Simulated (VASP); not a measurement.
Write the native input for VASP 6.6.1 that does the following.

```
Task                   : relaxation of cell and atoms
Functional             : PBE
Potentials or basis    : VASP PAW PBE potentials, release 64 (B)
Cutoff                 : 600 eV
k mesh                 : 6 × 6 × 6
Occupations            : gaussian, width 0.1 eV
Spin                   : no spin polarisation
Dipole correction      : no
Further INCAR settings : ALGO = Normal; EDIFF = 1e-07; IBRION = 2; EDIFFG = -0.04; NSW = 90; ISIF = 3
```

The structure of B lies in POSCAR:

```
B
1.0
    1.6305061821     -2.7634056047      0.0000000000
    1.6305061821      2.7634056047      0.0000000000
    0.0000000000      0.0000000000      3.2653500666
B
4
Direct
    0.1525000000      0.8475000000      0.0785000000
    0.6525000000      0.3475000000      0.4215000000
    0.8475000000      0.1525000000      0.9215000000
    0.3475000000      0.6525000000      0.5785000000
```

The input as run:

INCAR

```
PREC = Accurate
ENCUT = 600
EDIFF = 1E-7
ISMEAR = 0
SIGMA = 0.1
LREAL = F
LASPH = T
NELM = 60
ALGO = Normal
ISIF = 3
LWAVE = F
LCHARG = F
GGA = PE
IBRION = 2
NSW = 90
EDIFFG = -0.04
```

KPOINTS

```
Automatic mesh
0
Gamma
  6 6 6
```

Potentials or basis: VASP PAW PBE potentials, release 64 (B).

The run is started by

```sh
$ cat potpaw_PBE.64/B/POTCAR > POTCAR
$ mpirun -np 1 vasp_std > vasp.out
```

Results of the run:

```
Relaxed volume                        : 6.39 Å³/atom
Relaxed cell                          : a = 3.040 Å, b = 3.040 Å, c = 3.265 Å, α = 90.00°, β = 90.00°, γ = 122.14°
Space group after relaxing (to 0.1 Å) : Cmce (No. 64)
Energy gained by relaxing             : 141.6 meV/atom
Ionic steps                           : 8
Pressure after relaxing               : 0.1 GPa
Largest force after relaxing          : 0.018 eV/Å
Band gap on the k mesh                : zero (bands 6 and 7 overlap by 0.99 eV)
```

Caveat: the k points lie up to 0.41 Å⁻¹ apart in the final cell, too coarse for converged energies and pressures of a metal.

Wall time 42 s on 1 thread of Intel(R) Xeon(R) 6975P-C (Granite Rapids), on a shared host, peak memory 0.16 GiB.
